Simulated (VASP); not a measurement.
Wanted: the native input for a VASP 6.6.1 run.

```yaml
Task: single point
Functional: PBE
Dispersion: D3(BJ)
Potentials_or_basis: VASP PAW PBE potentials, release 64 (Sb, Ga_d, O, C)
Cutoff: 520 eV
k_mesh: 6 × 6 × 1
Occupations: gaussian, width 0.1 eV
Spin: no spin polarisation
Dipole_correction: yes
Further_INCAR_settings: ALGO = Normal; EDIFF = 1e-06; NBANDS = 32
```

The structure of Ga2Sb2CO lies in POSCAR:

```
Ga2Sb2CO
1.0
    4.3343814621      0.0000000000      0.0000000000
   -2.1671907311      3.7536844559      0.0000000000
    0.0000000000      0.0000000000     23.3197422777
Sb Ga O C
2 2 1 1
Direct
    0.0000000000      0.0000000000      0.1715284823
    0.3333333333      0.6666666667      0.3301590654
    0.3333333333      0.6666666667      0.2094685204
    0.6666666667      0.3333333333      0.3632005095
    0.6666666667      0.3333333333      0.4961350833
    0.6666666667      0.3333333333      0.5454495220
```

These files were run (other wordings do the same):

INCAR

```
SYSTEM = Ga2Sb2CO
PREC = Accurate
ENCUT = 520
EDIFF = 1E-6
ISMEAR = 0
SIGMA = 0.1
LREAL = .False.
LASPH = .True.
NELM = 80
ALGO = Normal
ISIF = 2
LWAVE = .False.
LCHARG = .False.
LDIPOL = .True.
IDIPOL = 3
DIPOL = 0.5 0.5 0.353
GGA = PE
IVDW = 12
NBANDS = 32
```

KPOINTS

```
Automatic mesh
0
Gamma
  6 6 1
  0 0 0
```

Potentials or basis: VASP PAW PBE potentials, release 64 (Sb, Ga_d, O, C).

Launch:

```console
$ cat potpaw_PBE.64/Sb/POTCAR potpaw_PBE.64/Ga_d/POTCAR potpaw_PBE.64/O/POTCAR potpaw_PBE.64/C/POTCAR > POTCAR
$ mpirun -np 1 vasp_std > vasp.out
```

It gave:

- Largest force: 0.756 eV/Å
- Band gap on the k mesh: 0.06 eV, direct
- Dispersion energy per atom: -0.166 eV

Caveat: spin-orbit coupling is left out, which moves the levels of the heavy elements.

Run time: 100 s on 1 thread of Intel(R) Xeon(R) 6975P-C (Granite Rapids), on a shared host, peak memory 0.49 GiB.
